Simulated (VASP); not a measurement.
# Bi (P6_3/mmc) in VASP: notebook, part 2 of 2

VASP 6.6.1. The steps go on from the part before.

**3. Single point, RPBE**

This run uses another cell than the first one, of 32.60 Å³/atom.

INCAR

```
ALGO = Normal
EDIFF = 1E-7
ENCUT = 520
GGA = RP
ISIF = 2
ISMEAR = -1
LASPH = True
LCHARG = True
LELF = True
LREAL = False
LVHAR = True
LWAVE = False
NBANDS = 38
NELM = 80
PREC = Accurate
SIGMA = 0.1
```

KPOINTS

```
k-points
0
Gamma
  13 13 4
```

POSCAR

```
Bi
1.0
    3.5557263875      0.0000000000      0.0000000000
   -1.7778631938      3.0793493805      0.0000000000
    0.0000000000      0.0000000000     11.9108581431
Bi
4
Direct
    0.0000000000      1.0000000000      0.0000000000
    0.0000000000      1.0000000000      0.5000000000
    0.3333333333      0.6666666667      0.2500000000
    0.6666666667      0.3333333333      0.7500000000
```

Potentials or basis: VASP PAW PBE potentials, release 64 (Bi_d).

Run with:

```bash
cat potpaw_PBE.64/Bi_d/POTCAR > POTCAR
mpirun -np 1 vasp_std > vasp.out
```

OUTCAR:

```text
EDIFF = 1E-7
   ENCUT = 520
   GGA = RP
   ISIF = 2
   ISMEAR = -1
   LASPH = True
   LREAL = False
   NELM = 80
   PREC = Accurate

 ion  position               nearest neighbor table
   1  0.000  0.000  0.000-   3 3.62   4 3.62   4 3.62   3 3.62   4 3.62   3 3.62
   2  0.000  0.000  0.500-   3 3.62   4 3.62   4 3.62   3 3.62   4 3.62   3 3.62
   3  0.333  0.667  0.250-   1 3.62   2 3.62   1 3.62   2 3.62   1 3.62   2 3.62
   4  0.667  0.333  0.750-   1 3.62   2 3.62   1 3.62   2 3.62   1 3.62   2 3.62

  LATTYP: Found a hexagonal cell.
 ALAT       =     3.5557263875
 C/A-ratio  =     3.3497679082

  Lattice vectors:

 A1 = (   3.5557263875,   0.0000000000,   0.0000000000)
 A2 = (  -1.7778631938,   3.0793493805,   0.0000000000)
 A3 = (   0.0000000000,   0.0000000000,  11.9108581431)

Analysis of symmetry for initial positions (statically):
=====================================================================
 Subroutine PRICEL returns:
 Original cell was already a primitive cell.

 Routine SETGRP: Setting up the symmetry group for a
 hexagonal supercell.

 Subroutine GETGRP returns: Found 24 space group operations
 (whereof 12 operations were pure point group operations)
 out of a pool of 24 trial point group operations.

The static configuration has the point symmetry D_3d.
 The point group associated with its full space group is D_6h.

Analysis of symmetry for dynamics (positions and initial velocities):
=====================================================================
 Subroutine PRICEL returns:
 Original cell was already a primitive cell.

 Routine SETGRP: Setting up the symmetry group for a
 hexagonal supercell.

 Subroutine GETGRP returns: Found 24 space group operations
 (whereof 12 operations were pure point group operations)
 out of a pool of 24 trial point group operations.

The dynamic configuration has the point symmetry D_3d.
 The point group associated with its full space group is D_6h.

 Subroutine INISYM returns: Found 24 space group operations
 (whereof 12 operations are pure point group operations),
 and found     1 'primitive' translations

----------------------------------------------------------------------------------------

                                     Primitive cell

  volume of cell :     130.4158

  direct lattice vectors                    reciprocal lattice vectors
     3.555726388  0.000000000  0.000000000     0.281236488  0.162371962  0.000000000
    -1.777863194  3.079349381  0.000000000     0.000000000  0.324743924  0.000000000
     0.000000000  0.000000000 11.910858143     0.000000000  0.000000000  0.083957007

  length of vectors
     3.555726388  3.555726388 11.910858143     0.324743924  0.324743924  0.083957007

  position of ions in fractional coordinates (direct lattice)
     0.000000000  0.000000000  0.000000000
     0.000000000  0.000000000  0.500000000
     0.333333333  0.666666667  0.250000000
     0.666666667  0.333333333  0.750000000

  ion indices of the primitive-cell ions
   primitive index   ion index
                 1           1
                 2           2
                 3           3
                 4           4

----------------------------------------------------------------------------------------

 KPOINTS: k-points

Automatic generation of k-mesh.
 Grid dimensions read from file:
 generate k-points for:   13   13    4

 Generating k-lattice:

  Cartesian coordinates                     Fractional coordinates (reciprocal lattice)
     0.021633576  0.012490151  0.000000000     0.076923077  0.000000000  0.000000000
     0.000000000  0.024980302  0.000000000     0.000000000  0.076923077  0.000000000
     0.000000000  0.000000000  0.020989252     0.000000000  0.000000000  0.250000000

  Length of vectors
     0.024980302  0.024980302  0.020989252

  Shift w.r.t. Gamma in fractional coordinates (k-lattice)
     0.000000000  0.000000000  0.000000000

 Subroutine IBZKPT returns following result:
 ===========================================

 Found     63 irreducible k-points:

 Following reciprocal coordinates:
            Coordinates               Weight
  0.000000  0.000000  0.000000      1.000000
  0.076923  0.000000  0.000000      6.000000
  0.153846 -0.000000  0.000000      6.000000
  0.230769  0.000000  0.000000      6.000000
  0.307692 -0.000000  0.000000      6.000000
  0.384615  0.000000  0.000000      6.000000
[... 16 lines left out ...]
  0.076923  0.000000  0.250000     12.000000
  0.153846 -0.000000  0.250000     12.000000
 [... further k-points ...]
   k-points           NKPTS =     63   k-points in BZ     NKDIM =     63   number of bands    NBANDS=     38
   number of dos      NEDOS =    301   number of ions     NIONS =      4
   total plane-waves  NPLWV =  70560
   dimension x,y,z NGX =    28 NGY =   28 NGZ =   90
   dimension x,y,z NGXF=    56 NGYF=   56 NGZF=  180
   ions per type =               4
   NGX,Y,Z   is equivalent  to a cutoff of  13.09, 13.09, 12.56 a.u.
   NGXF,Y,Z  is equivalent  to a cutoff of  26.18, 26.18, 25.12 a.u.
 SYSTEM =  unknown system
   PREC   = accura    normal or accurate (medium, high low for compatibility)
   ISTART =      0    job   : 0-new  1-cont  2-samecut
   ICHARG =      2    charge: 1-file 2-atom 10-const
   ISPIN  =      1    spin polarized calculation?
   LNONCOLLINEAR =      F non collinear calculations
   LSORBIT =      F    spin-orbit coupling
   LASPH  =      T    aspherical Exc in radial PAW
   ENCUT  =  520.0 eV  38.22 Ry    6.18 a.u.   6.61  6.61 22.15*2*pi/ulx,y,z
   NELM   =     80;   NELMIN=  2; NELMDL= -5     # of ELM steps
   EDIFF  = 0.1E-06   stopping-criterion for ELM
   LREAL  =      F    real-space projection
   EDIFFG = 0.1E-05   stopping-criterion for IOM
   NSW    =      0    number of steps for IOM
   IBRION =     -1    ionic relax: 0-MD 1-quasi-New 2-CG
   NFREE  =      0    steps in history (QN), initial steepest desc. (CG)
   ISIF   =      2    stress and relaxation
   ISYM   =      2    0-nonsym 1-usesym 2-fastsym
   POTIM  = 0.5000    time-step for ionic-motion
   TEBEG  =    0.0;   TEEND  =   0.0 temperature during run
   PSTRESS=    0.0 pullay stress
   NELECT =      60.0000    total number of electrons
   NUPDOWN=      -1.0000    fix difference up-down
   EMIN   =  10.00;   EMAX   =-10.00  energy-range for DOS
   EFERMI =   0.00;   METHOD = LEGACY
   ISMEAR =    -1;   SIGMA  =   0.10  broadening in eV -4-tet -1-fermi 0-gaus
   EFERMI_NEDOS =   21; number of points for ismear=-14 and -15
   IALGO  =     38    algorithm
   IMIX   =      4    mixing-type and parameters
     AMIX     =   0.40;   BMIX     =  1.00
     AMIX_MAG =   1.60;   BMIX_MAG =  1.00
  volume/ion in A,a.u.               =      32.60       220.02
  Fermi-wavevector in a.u.,A,eV,Ry     =   1.263810  2.388255 21.731440  1.597216
  Thomas-Fermi vector in A             =   2.397148
   LORBIT       =      0    0 simple, 1 ext, 2 COOP (PROOUT), +10 PAW based schemes
   GGA     = RP    functional components
   LHFCALC =     F    Hartree Fock is set to
   AEXX    =    0.0000 exact exchange contribution
   IVDW    =     0    specifies the selected vdW correction
   LEPSILON=     F    determine dielectric tensor
   LRPA    =     F    only Hartree local field effects (RPA)
 non-spin polarized calculation
  energy-cutoff  :      520.00
  volume of cell :      130.42
 maximum number of plane-waves:      3562
 NGX is ok and might be reduce to    28
   NGX = 13   NGY = 13   NGZ = 45

 number of electron      60.0000004 magnetization

 Free energy of the ion-electron system (eV)
  ---------------------------------------------------
  ext. energy  EPLUGINS =         0.00000000
  ---------------------------------------------------
  free energy    TOTEN  =       -13.40947874 eV

  energy without entropy =      -13.32323949  energy(sigma->0) =      -13.36635912

 E-fermi :   7.5333     XC(G=0):  -9.9926

 val. band max:        7.5148928201   @ k =   0.3077   0.1538   0.0000
 cond. band min:       7.5655697388   @ k =   0.3077   0.2308   0.0000
 fundamental gap:      0.0506769187
 Fermi energy:         7.5332951165

 k-point     1 :       0.0000    0.0000    0.0000
  band No.  band energies     occupation
      1     -15.6015      2.00000
      2     -15.6015      2.00000
      3     -15.5985      2.00000
      4     -15.5954      2.00000
      5     -15.5954      2.00000
      6     -15.5923      2.00000
[... 30 lines left out ...]
     37      14.6585      0.00000
     38      15.0718      0.00000
[... 941 lines left out ...]
     37      14.3396      0.00000
     38      14.5893      0.00000

 [... further k-points ...]
[... 5 lines left out ...]
  --------------------------------------------------------------------------------------
  -------------------------------------------------------------------------------------
  Total       -0.0725990     -0.0725990     -0.0649774      0.0000000      0.0000000      0.0000000
  in kB       -0.8918894     -0.8918894     -0.7982570      0.0000000      0.0000000      0.0000000
  external PRESSURE =      -0.8606786 kB  Pullay stress =       0.0000000 kB

 VOLUME and BASIS-vectors are now :
 -----------------------------------------------------------------------------
  energy-cutoff  :      520.00
  volume of cell :      130.42
      direct lattice vectors                 reciprocal lattice vectors
     3.555726388  0.000000000  0.000000000     0.281236488  0.162371962  0.000000000
    -1.777863194  3.079349381  0.000000000     0.000000000  0.324743924  0.000000000
     0.000000000  0.000000000 11.910858143     0.000000000  0.000000000  0.083957007

 POSITION                                       TOTAL-FORCE (eV/Angst)
 -----------------------------------------------------------------------------------
      0.00000      0.00000      0.00000         0.000000      0.000000      0.000000
      0.00000      0.00000      5.95543         0.000000      0.000000      0.000000
     -0.00000      2.05290      2.97771        -0.000000     -0.000000     -0.000000
      1.77786      1.02645      8.93314         0.000000      0.000000      0.000000
 -----------------------------------------------------------------------------------
    total drift:                                0.000000     -0.000000      0.000000

  FREE ENERGIE OF THE ION-ELECTRON SYSTEM (eV)
  ---------------------------------------------------
  free  energy   TOTEN  =       -13.4094787414 eV

  energy  without entropy=      -13.3232394921  energy(sigma->0) =      -13.36635912
```

Wall time 3.8 min (1 thread of Intel Xeon Platinum 8488C (Sapphire Rapids), shared host); peak memory 0.39 GiB.

What came out:

| Item | Value |
| --- | --- |
| Free energy | -13.4095 eV |
| Pressure | -0.1 GPa |
| Band gap on the k mesh | zero (bands 30 and 31 overlap by 5.88 eV) |

Caveat: the PAW data sets were made with another functional, which shifts forces and pressure a little; spin-orbit coupling is left out, which moves the levels of the heavy elements.

The gap in the log of VASP goes by the Fermi energy; the results here count the filled bands.